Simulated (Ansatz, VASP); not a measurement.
# TaN: VASP beside Ansatz

File INCAR:

```
PREC = Accurate
ENCUT = 520
EDIFF = 1E-7
ISMEAR = 0
SIGMA = 0.15
LREAL = F
LASPH = T
NELM = 100
ALGO = Normal
ISIF = 2
LWAVE = F
LCHARG = F
GGA = PE
NBANDS = 15
```

The input KPOINTS:

```
regular mesh
0
Gamma
  24 24 24
```

File POSCAR:

```
TaN
1.0
    0.0000000000      2.2086347786      2.2086347786
    2.2086347786      0.0000000000      2.2086347786
    2.2086347786      2.2086347786      0.0000000000
Ta N
1 1
Direct
    0.5254682216      0.5254682216      0.4745317784
    0.0000000000      0.0000000000      0.0000000000
```

Input for Ansatz:

```yaml
crystal:
  lattice:
    - [0.0, 2.2086347786, 2.2086347786]
    - [2.2086347786, 0.0, 2.2086347786]
    - [2.2086347786, 2.2086347786, 0.0]
  atoms:
    - { symbol: Ta, position: [0.5254682216, 0.5254682216, 0.4745317784] }
    - { symbol: "N", position: [0.0, 0.0, 0.0] }
basis:
  ecutwfc: 420
kpoints:
  mp_grid: { grid: [24, 24, 24] }
hamiltonian:
  xc: pbe
scf:
  occupations: { method: gaussian, width: 0.15 }
output:
  forces: true
  stress: true
  eigenvalues: true
```

Change from the starting cell: all Ta atoms moved +0.113 Å, as atom 1 along Cartesian [0 0 1].

Alike in both runs: task single point; functional PBE; k mesh 24 × 24 × 24; occupations gaussian, width 0.15 eV; no spin polarisation.

|  | VASP | Ansatz |
| --- | --- | --- |
| version | VASP 6.6.1 | Ansatz 0.2.0 |
| potentials or method | VASP PAW PBE potentials, release 64 (Ta_pv, N), cutoff 520 eV | scalar-relativistic, plane waves, PAW |
| valence electrons in the cell | 16 | 18 |

```csv
,VASP,Ansatz,Ansatz less VASP
gap on the k mesh at the Fermi level (eV),none,none,-
pressure (GPa),2.8,2.0,-0.79
"traceless stress, the component that is largest in VASP (GPa)",3.93,3.88,-0.049
rms of the force components (eV/Å),0.517,0.515,-0.0020
```

Atom by atom the forces differ by 0.002 eV/Å (rms over components). A gap of «none» marks a metal or a gap that the smearing closes. VASP's potentials hold 16 valence electrons a cell and Ansatz's 18, so a difference there can come from the potentials and not from the codes.

Neither program's run includes spin-orbit coupling.
